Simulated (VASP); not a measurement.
Crystal: MgO.

```
Mg O
1.0
    -1.73213    2.99074    0.04497
     0.04458    0.08822    4.23187
     5.28926    3.04436    0.11905
Mg O
4 4
Cartesian
  2.0026 0.9630 3.1246
  3.5550 4.1823 3.2851
  -0.0574 1.8121 1.2199
  3.4043 1.9932 1.2481
  1.6951 1.2482 0.9834
  3.5966 4.0756 0.9938
  0.0779 2.1598 3.4039
  3.5971 2.0776 3.2347
```

* Program: VASP 6.6.1
* Task: relaxation of cell and atoms
* Functional: PBE
* Potentials or basis: VASP PAW PBE potentials, release 64 (Mg, O)
* Cutoff: 600 eV
* k mesh: 4 × 4 × 2
* Occupations: gaussian, width 0.1 eV
* Spin: no spin polarisation

At the start: pressure 8.3 GPa; volume 11.15 Å³/atom.

Problem. Where does the relaxation end?

Solution. Over 16 steps the energy falls by 259.8 meV/atom and the volume is 11.31 Å³/atom (+1.5 %); space group P1 (No. 1, to 0.1 Å) before, P6_3/mmc (No. 194, to 0.1 Å).

The path:
| step | energy change (eV) | largest force (eV/Å) | pressure (GPa) | volume (Å³) |
| --- | --- | --- | --- | --- |
| 1 | 0.0000 | 3.3712 | 8.32 | 89.21 |
| 2 | -1.5902 | 1.1520 | -6.63 | 96.81 |
| 3 | -1.5968 | 1.0583 | -7.22 | 97.33 |
| 4 | -1.9596 | 0.7117 | -0.56 | 91.08 |
| 5 | -1.9716 | 0.6820 | 1.31 | 89.78 |
| 6 | -2.0471 | 0.3287 | 0.61 | 90.06 |
| 7 | -2.0572 | 0.3057 | 0.39 | 90.20 |
| 8 | -2.0701 | 0.0997 | -0.28 | 90.65 |
| 9 | -2.0711 | 0.0715 | -0.49 | 90.81 |
| 10 | -2.0747 | 0.0710 | 0.18 | 90.37 |
| 11 | -2.0749 | 0.0797 | 0.33 | 90.26 |
| 12 | -2.0770 | 0.0544 | 0.04 | 90.45 |
| 13 | -2.0776 | 0.0689 | -0.18 | 90.62 |
| 14 | -2.0785 | 0.0395 | 0.04 | 90.48 |
| 15 | -2.0785 | 0.0387 | 0.04 | 90.47 |
| 16 | -2.0787 | 0.0172 | 0.00 | 90.50 |

Final structure:
```
CELL_PARAMETERS angstrom
-1.75883 3.04584 0.00047
0.00192 0.00028 4.22805
5.27206 3.04060 -0.00270
ATOMIC_POSITIONS crystal
Mg 0.99784 0.74981 0.33321
Mg 0.50242 0.75029 0.83327
Mg 0.49758 0.24985 0.16672
Mg 0.00211 0.25020 0.66678
O 0.99768 0.24967 0.33339
O 0.50253 0.25010 0.83328
O 0.49744 0.74985 0.16665
O 0.00239 0.75022 0.66669
```

Caveat: the k points lie up to 0.52 Å⁻¹ apart in the final cell.
